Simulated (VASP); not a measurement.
Set up this calculation in VASP 6.6.1, as the native input.

* Task: single point
* Functional: r2SCAN
* Potentials or basis: VASP PAW PBE potentials, release 64 (Si, O)
* Cutoff: 520 eV
* k mesh: 6 × 6 × 8
* Occupations: gaussian, width 0.02 eV
* Spin: no spin polarisation
* Dipole correction: no
* Further INCAR settings: ALGO = Normal; EDIFF = 1e-07; NBANDS = 25

The system is SiO2 (Stishovite).

```
CELL_PARAMETERS angstrom
4.36719 0.00000 0.00000
0.00000 4.36719 0.00000
0.00000 0.00000 2.69617
ATOMIC_POSITIONS crystal
Si 0.00000 0.00000 0.00000
Si 0.50000 0.50000 0.50000
O 0.31200 0.31200 0.00000
O 0.18800 0.81200 0.50000
O 0.68800 0.68800 0.00000
O 0.81200 0.18800 0.50000
```

This cell differs from its parent crystal: volume scaled by 1.10, then relaxed in part.

These files were run (other wordings do the same):

POSCAR

```
SiO2
1.0
    4.3671938778      0.0000000000      0.0000000000
    0.0000000000      4.3671938778      0.0000000000
    0.0000000000      0.0000000000      2.6961717147
Si O
2 4
Direct
    0.0000000000      0.0000000000      0.0000000000
    0.5000000000      0.5000000000      0.5000000000
    0.3119982980      0.3119982980      0.0000000000
    0.1880017020      0.8119982980      0.5000000000
    0.6880017020      0.6880017020      0.0000000000
    0.8119982980      0.1880017020      0.5000000000
```

INCAR.step1

```
SYSTEM = SiO2
  ALGO = Normal
  EDIFF = 1E-4
  ENCUT = 520
  GGA = PE
  ISMEAR = 0
  LASPH = .True.
  LCHARG = .False.
  LREAL = .False.
  LWAVE = .True.
  NBANDS = 25
  NELM = 100
  PREC = Accurate
  SIGMA = 0.02
```

INCAR.step2

```
SYSTEM = SiO2
  ALGO = Normal
  EDIFF = 1E-7
  ENCUT = 520
  ISIF = 2
  ISMEAR = 0
  ISTART = 1
  LASPH = .True.
  LCHARG = .True.
  LELF = .True.
  LMIXTAU = .True.
  LREAL = .False.
  LVHAR = .True.
  LWAVE = .False.
  METAGGA = R2SCAN
  NBANDS = 25
  NELM = 100
  PREC = Accurate
  SIGMA = 0.02
```

KPOINTS

```
k-points
0
Gamma
  6 6 8
  0 0 0
```

Potentials or basis: VASP PAW PBE potentials, release 64 (Si, O).

Run with:

```console
$ cat potpaw_PBE.64/Si/POTCAR potpaw_PBE.64/O/POTCAR > POTCAR
$ cp INCAR.step1 INCAR
$ mpirun -np 1 vasp_std > vasp.out
$ cp INCAR.step2 INCAR
$ mpirun -np 1 vasp_std > vasp.out
```

It gave:

* Pressure: -21.0 GPa
* Largest force: 0.029 eV/Å
* Band gap on the k mesh: 5.22 eV, direct

Caveat: the PAW data sets were made with another functional, which shifts forces and pressure a little.

Run time: 3.8 min on 1 thread of AMD EPYC 7R43 64-Core Processor (Zen 3) (shared host), peak memory 0.14 GiB.
